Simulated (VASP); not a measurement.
## Ga3Se: single point with r2SCAN

Ga3Se:

```xyz
4
Lattice="-2.1383 2.1383 4.7764 2.1383 -2.1383 4.7764 2.1383 2.1383 -4.7764" Properties=species:S:1:pos:R:3 pbc="T T T"
Ga    0.0000    0.0000    4.7764
Ga    2.1383    0.0000    2.3882
Ga    0.0000    2.1383    2.3882
Se    0.0000    0.0000    0.0000
```

```json
{
  "Program": "VASP 6.6.1",
  "Task": "single point",
  "Functional": "r2SCAN",
  "Potentials or basis": "VASP PAW PBE potentials, release 64 (Ga_d, Se)",
  "Cutoff": "520 eV",
  "k mesh": "6 × 6 × 6",
  "Occupations": "gaussian, width 0.1 eV",
  "Spin": "no spin polarisation",
  "Dipole correction": "no",
  "Further INCAR settings": "ALGO = Normal; EDIFF = 1e-07; NBANDS = 30"
}
```

| Quantity | Value |
| --- | --- |
| Pressure | -2.4 GPa |
| Band gap on the k mesh | zero (an odd number of electrons rules out a gap without spin polarisation) |

Stress tensor (GPa, compression positive):
```
-3.30  0.00  0.00
 0.00 -3.30  0.00
 0.00  0.00 -0.75
```

Levels at points of the mesh, in eV from the Fermi level:
```csv
k point,band 20,band 21,band 22,band 23,band 24,band 25
"(0.00, 0.00, 0.00)",-2.85,-2.85,-1.62,-0.15,-0.15,0.45
"(0.50, 0.00, 0.00)",-2.30,-1.09,-0.59,-0.22,0.84,3.02
"(0.50, 0.50, 0.00)",-5.00,-4.40,-1.49,-0.73,-0.40,1.50
"(0.50, 0.50, 0.50)",-3.55,-2.09,-0.30,1.61,1.61,3.70
```

Run time: 13 min on 1 thread of AMD EPYC 7R13 (shared host), peak memory 0.29 GiB.

Caveat: the PAW data sets were made with another functional, which shifts forces and pressure a little.
